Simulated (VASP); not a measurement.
# Lu (P6_3/mmc) in VASP: notebook, part 2 of 2

VASP 6.6.1. Earlier steps stand in the parts before.

### Step 4. Single point, PBE

This run uses another cell than the first one, of 22.70 Å³/atom.

Input file INCAR:

```
SYSTEM = Lu
  PREC = Accurate
  ENCUT = 520
  EDIFF = 1E-7
  ISMEAR = -1
  SIGMA = 0.05
  LREAL = .FALSE.
  LASPH = .TRUE.
  NELM = 80
  ALGO = Normal
  ISIF = 2
  LWAVE = .FALSE.
  LCHARG = .TRUE.
  GGA = PE
  LELF = .TRUE.
  LVHAR = .TRUE.
  NBANDS = 32
```

Input file KPOINTS:

```
Automatic mesh
0
G
  14 14 8
  0 0 0
```

Input file POSCAR:

```
Lu
1.0
    3.2252038138      0.0000000000      0.0000000000
   -1.6126019069      2.7931084352      0.0000000000
    0.0000000000      0.0000000000      5.0393312404
Lu
2
Direct
    0.3333333333      0.6666666667      0.2500000000
    0.6666666667      0.3333333333      0.7500000000
```

Potentials or basis: VASP PAW PBE potentials, release 64 (Lu).

Command:

```console
$ cat potpaw_PBE.64/Lu/POTCAR > POTCAR
$ mpirun -np 1 vasp_std > vasp.out
```

OUTCAR:

```text
SYSTEM = Lu
   PREC = Accurate
   ENCUT = 520
   EDIFF = 1E-7
   ISMEAR = -1
   LREAL = .FALSE.
   LASPH = .TRUE.
   NELM = 80
   ISIF = 2
   GGA = PE

 ion  position               nearest neighbor table
   1  0.333  0.667  0.250-   2 3.13   2 3.13   2 3.13   2 3.13   2 3.13   2 3.13
   2  0.667  0.333  0.750-   1 3.13   1 3.13   1 3.13   1 3.13   1 3.13   1 3.13

  LATTYP: Found a hexagonal cell.
 ALAT       =     3.2252038138
 C/A-ratio  =     1.5624845843

  Lattice vectors:

 A1 = (   3.2252038138,   0.0000000000,   0.0000000000)
 A2 = (  -1.6126019069,   2.7931084352,   0.0000000000)
 A3 = (   0.0000000000,   0.0000000000,   5.0393312404)

Analysis of symmetry for initial positions (statically):
=====================================================================
 Subroutine PRICEL returns:
 Original cell was already a primitive cell.

 Routine SETGRP: Setting up the symmetry group for a
 hexagonal supercell.

 Subroutine GETGRP returns: Found 24 space group operations
 (whereof 12 operations were pure point group operations)
 out of a pool of 24 trial point group operations.

The static configuration has the point symmetry D_3d.
 The point group associated with its full space group is D_6h.

Analysis of symmetry for dynamics (positions and initial velocities):
=====================================================================
 Subroutine PRICEL returns:
 Original cell was already a primitive cell.

 Routine SETGRP: Setting up the symmetry group for a
 hexagonal supercell.

 Subroutine GETGRP returns: Found 24 space group operations
 (whereof 12 operations were pure point group operations)
 out of a pool of 24 trial point group operations.

The dynamic configuration has the point symmetry D_3d.
 The point group associated with its full space group is D_6h.

 Subroutine INISYM returns: Found 24 space group operations
 (whereof 12 operations are pure point group operations),
 and found     1 'primitive' translations

[... 108 lines left out ...]
   EFERMI =   0.00;   METHOD = LEGACY
   ISMEAR =    -1;   SIGMA  =   0.05  broadening in eV -4-tet -1-fermi 0-gaus
   EFERMI_NEDOS =   21; number of points for ismear=-14 and -15
   IALGO  =     38    algorithm
   IMIX   =      4    mixing-type and parameters
     AMIX     =   0.40;   BMIX     =  1.00
     AMIX_MAG =   1.60;   BMIX_MAG =  1.00
  volume/ion in A,a.u.               =      22.70       153.17
  Fermi-wavevector in a.u.,A,eV,Ry     =   1.690670  3.194903 38.890423  2.858365
  Thomas-Fermi vector in A             =   2.772575
   LORBIT       =      0    0 simple, 1 ext, 2 COOP (PROOUT), +10 PAW based schemes
   GGA     = PE    functional components
   LHFCALC =     F    Hartree Fock is set to
   AEXX    =    0.0000 exact exchange contribution
   IVDW    =     0    specifies the selected vdW correction
   LEPSILON=     F    determine dielectric tensor
   LRPA    =     F    only Hartree local field effects (RPA)
 non-spin polarized calculation
  energy-cutoff  :      520.00
  volume of cell :       45.40
 maximum number of plane-waves:      1248
 NGX is ok and might be reduce to    24
   NGX = 11   NGY = 11   NGZ = 19

 number of electron      50.0000012 magnetization

 Free energy of the ion-electron system (eV)
  ---------------------------------------------------
  ext. energy  EPLUGINS =         0.00000000
  ---------------------------------------------------
  free energy    TOTEN  =        -8.45160503 eV

  energy without entropy =       -8.43193878  energy(sigma->0) =       -8.44177190

 E-fermi :   3.2777     XC(G=0): -11.9301

 val. band max:        3.2713250080   @ k =   0.4286   0.0000   0.2500
 cond. band min:       3.2985028324   @ k =   0.4286   0.0000   0.1250
 fundamental gap:      0.0271778244
 Fermi energy:         3.2776670145

 k-point     1 :       0.0000    0.0000    0.0000
  band No.  band energies     occupation
      1     -52.4747      2.00000
      2     -52.3657      2.00000
      3     -23.8205      2.00000
      4     -22.8535      2.00000
      5     -22.8535      2.00000
      6     -22.6745      2.00000
[... 829 lines left out ...]
     31      10.1100      0.00000
     32      10.4863      0.00000

 [... further k-points ...]

------------------------ aborting loop because EDIFF is reached ----------------------------------------

  FORCE on cell =-STRESS in cart. coord.  units (eV):
  Direction    XX          YY          ZZ          XY          YZ          ZX
  --------------------------------------------------------------------------------------
  -------------------------------------------------------------------------------------
  Total        4.9871111      4.9871111      4.9927017      0.0000000      0.0000000      0.0000000
  in kB      176.0117902    176.0117902    176.2091015      0.0000000      0.0000000      0.0000000
  external PRESSURE =     176.0775606 kB  Pullay stress =       0.0000000 kB

 VOLUME and BASIS-vectors are now :
 -----------------------------------------------------------------------------
  energy-cutoff  :      520.00
  volume of cell :       45.40
      direct lattice vectors                 reciprocal lattice vectors
     3.225203814  0.000000000  0.000000000     0.310057924  0.179012026  0.000000000
    -1.612601907  2.793108435  0.000000000     0.000000000  0.358024052  0.000000000
     0.000000000  0.000000000  5.039331240     0.000000000  0.000000000  0.198439029

 POSITION                                       TOTAL-FORCE (eV/Angst)
 -----------------------------------------------------------------------------------
     -0.00000      1.86207      1.25983        -0.000000      0.000000      0.000000
      1.61260      0.93104      3.77950         0.000000     -0.000000      0.000000
 -----------------------------------------------------------------------------------
    total drift:                               -0.000000      0.000000     -0.000000

  FREE ENERGIE OF THE ION-ELECTRON SYSTEM (eV)
  ---------------------------------------------------
  free  energy   TOTEN  =        -8.4516050285 eV

  energy  without entropy=       -8.4319387750  energy(sigma->0) =       -8.44177190
```

Run time: 2.7 min. Hardware: 1 thread of Intel Xeon 8259CL, shared host; peak memory 0.27 GiB.

Results:

| Item | Value |
| --- | --- |
| Free energy | -8.4516 eV |
| Pressure | 17.6 GPa |
| Band gap on the k mesh | zero (bands 25 and 26 overlap by 2.31 eV) |

Levels at points of the mesh, in eV from the Fermi level:
```tsv
k point	band 23	band 24	band 25	band 26	band 27	band 28
(0.00, 0.00, 0.00)	-4.47	-2.90	1.68	2.36	2.36	2.92
(0.50, 0.00, 0.00)	-2.49	-1.96	-1.35	0.12	1.93	2.12
(0.00, 0.00, 0.50)	-4.48	-4.48	1.33	1.33	2.23	2.23
(0.50, 0.00, 0.50)	-2.60	-2.60	0.04	0.04	2.17	2.17
```

Caveat: the cell stands under pressure; spin-orbit coupling is left out, which moves the levels of the heavy elements.

The gap in the log of VASP goes by the Fermi energy; the results here count the filled bands.